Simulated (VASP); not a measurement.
# W (Im-3m) in VASP: a series of runs

Runs on W. Level: PBEsol. Tasks: single point, relaxation of cell and atoms.

All numbers are computed with VASP 6.6.1; they aren't measurements. Logs are shortened: lines on timing, memory, paths and dates and some standing lists are left out, and cuts for length are marked.

## (1) The cell of the first run

The structure is cubic, space group Im-3m (No. 229). Conventional cell: a = 3.154 Å, b = 3.154 Å, c = 3.154 Å, α = 90.00°, β = 90.00°, γ = 90.00°. W (site symmetry m-3m) has 14 W at 2.73 to 3.15 Å within 3.6 Å.

## (2) Single point, PBEsol

Contents of INCAR:

```
ALGO = Normal
EDIFF = 1E-6
ENCUT = 520
GGA = PS
ISIF = 2
ISMEAR = 0
LASPH = True
LCHARG = False
LREAL = False
LWAVE = False
NBANDS = 13
NELM = 80
PREC = Accurate
SIGMA = 0.1
```

Contents of KPOINTS:

```
k-points
0
Gamma
  24 24 24
```

Contents of POSCAR:

```
W
1.0
   -1.5770502822      1.5770502822      1.5770502822
    1.5770502822     -1.5770502822      1.5770502822
    1.5770502822      1.5770502822     -1.5770502822
W
1
Direct
    0.0000000000      0.0000000000      0.0000000000
```

Potentials or basis: VASP PAW PBE potentials, release 64 (W_sv).

Run with:

```console
$ cat potpaw_PBE.64/W_sv/POTCAR > POTCAR
$ mpirun -np 1 vasp_std > vasp.out
```

OUTCAR:

```text
EDIFF = 1E-6
   ENCUT = 520
   GGA = PS
   ISIF = 2
   ISMEAR = 0
   LASPH = True
   LREAL = False
   NELM = 80
   PREC = Accurate

 ion  position               nearest neighbor table
   1  0.000  0.000  0.000-

  LATTYP: Found a body centered cubic cell.
 ALAT       =     3.1541005644

  Lattice vectors:

 A1 = (  -1.5770502822,   1.5770502822,   1.5770502822)
 A2 = (   1.5770502822,  -1.5770502822,   1.5770502822)
 A3 = (   1.5770502822,   1.5770502822,  -1.5770502822)

Analysis of symmetry for initial positions (statically):
=====================================================================
 Subroutine PRICEL returns:
 Original cell was already a primitive cell.

 Routine SETGRP: Setting up the symmetry group for a
 body centered cubic supercell.

 Subroutine GETGRP returns: Found 48 space group operations
 (whereof 48 operations were pure point group operations)
 out of a pool of 48 trial point group operations.

The static configuration has the point symmetry O_h .

Analysis of symmetry for dynamics (positions and initial velocities):
=====================================================================
 Subroutine PRICEL returns:
 Original cell was already a primitive cell.

 Routine SETGRP: Setting up the symmetry group for a
 body centered cubic supercell.

 Subroutine GETGRP returns: Found 48 space group operations
 (whereof 48 operations were pure point group operations)
 out of a pool of 48 trial point group operations.

The dynamic configuration has the point symmetry O_h .

 Subroutine INISYM returns: Found 48 space group operations
 (whereof 48 operations are pure point group operations),
 and found     1 'primitive' translations

----------------------------------------------------------------------------------------

                                     Primitive cell

  volume of cell :      15.6890

  direct lattice vectors                    reciprocal lattice vectors
    -1.577050282  1.577050282  1.577050282     0.000000000  0.317047596  0.317047596
     1.577050282 -1.577050282  1.577050282     0.317047596  0.000000000  0.317047596
     1.577050282  1.577050282 -1.577050282     0.317047596  0.317047596  0.000000000

  length of vectors
     2.731531215  2.731531215  2.731531215     0.448373010  0.448373010  0.448373010

  position of ions in fractional coordinates (direct lattice)
     0.000000000  0.000000000  0.000000000

[... 76 lines left out ...]
   LREAL  =      F    real-space projection
   EDIFFG = 0.1E-04   stopping-criterion for IOM
   NSW    =      0    number of steps for IOM
   IBRION =     -1    ionic relax: 0-MD 1-quasi-New 2-CG
   NFREE  =      0    steps in history (QN), initial steepest desc. (CG)
   ISIF   =      2    stress and relaxation
   ISYM   =      2    0-nonsym 1-usesym 2-fastsym
   POTIM  = 0.5000    time-step for ionic-motion
   TEBEG  =    0.0;   TEEND  =   0.0 temperature during run
   PSTRESS=    0.0 pullay stress
   NELECT =      14.0000    total number of electrons
   NUPDOWN=      -1.0000    fix difference up-down
   EMIN   =  10.00;   EMAX   =-10.00  energy-range for DOS
   EFERMI =   0.00;   METHOD = LEGACY
   ISMEAR =     0;   SIGMA  =   0.10  broadening in eV -4-tet -1-fermi 0-gaus
   EFERMI_NEDOS =   21; number of points for ismear=-14 and -15
   IALGO  =     38    algorithm
   IMIX   =      4    mixing-type and parameters
     AMIX     =   0.40;   BMIX     =  1.00
     AMIX_MAG =   1.60;   BMIX_MAG =  1.00
  volume/ion in A,a.u.               =      15.69       105.87
  Fermi-wavevector in a.u.,A,eV,Ry     =   1.576106  2.978408 33.798352  2.484109
  Thomas-Fermi vector in A             =   2.676989
   LORBIT       =      0    0 simple, 1 ext, 2 COOP (PROOUT), +10 PAW based schemes
   GGA     = PS    functional components
   LHFCALC =     F    Hartree Fock is set to
   AEXX    =    0.0000 exact exchange contribution
   IVDW    =     0    specifies the selected vdW correction
   LEPSILON=     F    determine dielectric tensor
   LRPA    =     F    only Hartree local field effects (RPA)
 non-spin polarized calculation
 Gauss-broadening in eV      SIGMA  =   0.10
  energy-cutoff  :      520.00
  volume of cell :       15.69
 maximum number of plane-waves:       438
   NGX = 11   NGY = 11   NGZ = 11

 number of electron      14.0000005 magnetization

 Free energy of the ion-electron system (eV)
  ---------------------------------------------------
  ext. energy  EPLUGINS =         0.00000000
  ---------------------------------------------------
  free energy    TOTEN  =       -13.80737127 eV

  energy without entropy =      -13.80538251  energy(sigma->0) =      -13.80637689

 E-fermi :  11.4684     XC(G=0): -13.8198

 val. band max:       11.4675906006   @ k =  -0.2917   0.3333   0.1667
 cond. band min:      11.4729793176   @ k =  -0.2500   0.2500   0.1250
 fundamental gap:      0.0053887169
 Fermi energy:        11.4684180692

 k-point     1 :       0.0000    0.0000    0.0000
  band No.  band energies     occupation
      1     -62.7100      2.00000
      2     -26.2520      2.00000
      3     -26.2520      2.00000
      4     -26.2520      2.00000
      5       1.7141      2.00000
      6      10.1710      2.00000
      7      10.1710      2.00000
      8      10.1710      2.00000
      9      13.6841      0.00000
     10      13.6841      0.00000
     11      25.9897      0.00000
     12      25.9897      0.00000
     13      25.9897      0.00000
[... 354 lines left out ...]
  band No.  band energies     occupation
      1     -62.5688      2.00000
      2     -27.5782      2.00000
      3     -26.6917      2.00000
      4     -26.2700      2.00000
      5       5.1322      2.00000
      6       7.8240      2.00000
      7      11.9083      0.00000
      8      13.5728      0.00000
      9      14.6682      0.00000
     10      17.7140      0.00000
     11      22.6186      0.00000
     12      23.1268      0.00000
     13      28.4133      0.00000

 [... further k-points ...]
[... 5 lines left out ...]
  --------------------------------------------------------------------------------------
  -------------------------------------------------------------------------------------
  Total        0.0657332      0.0657332      0.0657332      0.0000000      0.0000000      0.0000000
  in kB        6.7127214      6.7127214      6.7127214      0.0000000      0.0000000      0.0000000
  external PRESSURE =       6.7127214 kB  Pullay stress =       0.0000000 kB

 VOLUME and BASIS-vectors are now :
 -----------------------------------------------------------------------------
  energy-cutoff  :      520.00
  volume of cell :       15.69
      direct lattice vectors                 reciprocal lattice vectors
    -1.577050282  1.577050282  1.577050282     0.000000000  0.317047596  0.317047596
     1.577050282 -1.577050282  1.577050282     0.317047596  0.000000000  0.317047596
     1.577050282  1.577050282 -1.577050282     0.317047596  0.317047596  0.000000000

 POSITION                                       TOTAL-FORCE (eV/Angst)
 -----------------------------------------------------------------------------------
      0.00000      0.00000      0.00000         0.000000      0.000000     -0.000000
 -----------------------------------------------------------------------------------
    total drift:                               -0.000000     -0.000000      0.000000

  FREE ENERGIE OF THE ION-ELECTRON SYSTEM (eV)
  ---------------------------------------------------
  free  energy   TOTEN  =       -13.8073712651 eV

  energy  without entropy=      -13.8053825051  energy(sigma->0) =      -13.80637689
```

stdout:

```text
POSCAR found type information on POSCAR W
 POSCAR found :  1 types and       1 ions
 scaLAPACK will be used
 -----------------------------------------------------------------------------
|                                                                             |
|                                                                             |
|     You enforced a specific xc type in the INCAR file but a different       |
|     I HOPE YOU KNOW WHAT YOU ARE DOING!                                     |
|                                                                             |
 -----------------------------------------------------------------------------

 LDA part: xc-table for (Slater+PW92), standard interpolation
 POSCAR, INCAR and KPOINTS ok, starting setup
 FFT: planning ... GRIDC
 FFT: planning ... GRID_SOFT
 FFT: planning ... GRID
 WAVECAR not read
 entering main loop
```

Wall time 34 s (1 thread of AMD EPYC 9R14 (Zen 4), shared host); peak memory 0.16 GiB.

What came out:

- Free energy: -13.8074 eV
- Pressure: 0.7 GPa
- Band gap on the k mesh: zero (band 7 reaches 16.68 eV, above the bottom of band 8 at 10.17 eV)

Caveat: the PAW data sets were made with another functional, which shifts forces and pressure a little; spin-orbit coupling is left out, which moves the levels of the heavy elements.

## (3) Relaxation of cell and atoms, PBEsol

This run uses another cell than the first one, of 15.93 Å³/atom, 1.015 times its volume.

Contents of INCAR:

```
PREC = Accurate ; ENCUT = 600
EDIFF = 1E-6 ; ISMEAR = 0
SIGMA = 0.1 ; LREAL = F
LASPH = T ; NELM = 80
ALGO = Normal ; ISIF = 3
LWAVE = F ; LCHARG = F
GGA = PS ; IBRION = 2
NSW = 80 ; EDIFFG = -0.005
```

Contents of KPOINTS:

```
regular mesh
0
Gamma
  24 24 24
```

Contents of POSCAR:

```
W
1.0
   -1.5850000000      1.5850000000      1.5850000000
    1.5850000000     -1.5850000000      1.5850000000
    1.5850000000      1.5850000000     -1.5850000000
W
1
Direct
    0.0000000000      0.0000000000      0.0000000000
```

Potentials or basis: VASP PAW PBE potentials, release 64 (W_sv).

Run with:

```console
$ cat potpaw_PBE.64/W_sv/POTCAR > POTCAR
$ mpirun -np 1 vasp_std > vasp.out
```

It took 93 s on 1 thread of AMD EPYC 9R14 (Zen 4), shared host; peak memory 0.19 GiB.

The run converged. Its results:

```
Free energy                            : -13.8076 eV
Relaxed volume                         : 15.73 Å³/atom
Relaxed cell                           : a = 2.734 Å, b = 2.734 Å, c = 2.734 Å, α = 109.47°, β = 109.47°, γ = 109.47°
Space group after relaxing (to 0.05 Å) : Im-3m (No. 229)
Energy gained by relaxing              : 2.6 meV/atom
Ionic steps                            : 3
Pressure after relaxing                : 0.0 GPa
Band gap on the k mesh                 : zero (band 7 reaches 16.62 eV, above the bottom of band 8 at 10.14 eV)
```

The path:
```tsv
step	energy change (eV)	largest force (eV/Å)	pressure (GPa)	volume (Å³)
1	0.0000	0.0000	-4.06	15.93
2	0.0324	0.0000	16.49	15.01
3	-0.0026	0.0000	-0.02	15.73
```

Final structure:
```yaml
crystal:
  lattice:
    - [-1.57835, 1.57835, 1.57835]
    - [1.57835, -1.57835, 1.57835]
    - [1.57835, 1.57835, -1.57835]
  atoms:
    - { symbol: W, position: [0.00000, 0.00000, 0.00000] }
```

Levels at points of the mesh, in eV from the Fermi level:
| k point | band 4 | band 5 | band 6 | band 7 | band 8 | band 9 | band 10 | band 11 |
| --- | --- | --- | --- | --- | --- | --- | --- | --- |
| (0.00, 0.00, 0.00) | -37.73 | -9.74 | -1.29 | -1.29 | -1.29 | 2.21 | 2.21 | 14.52 |
| (0.50, 0.00, 0.00) | -37.73 | -6.38 | -3.66 | 0.68 | 2.11 | 3.10 | 6.19 | 11.15 |
| (0.50, 0.50, 0.50) | -38.65 | -5.96 | -5.96 | 5.19 | 5.19 | 5.19 | 8.27 | 8.27 |

Caveat: the PAW data sets were made with another functional, which shifts forces and pressure a little; spin-orbit coupling is left out, which moves the levels of the heavy elements.
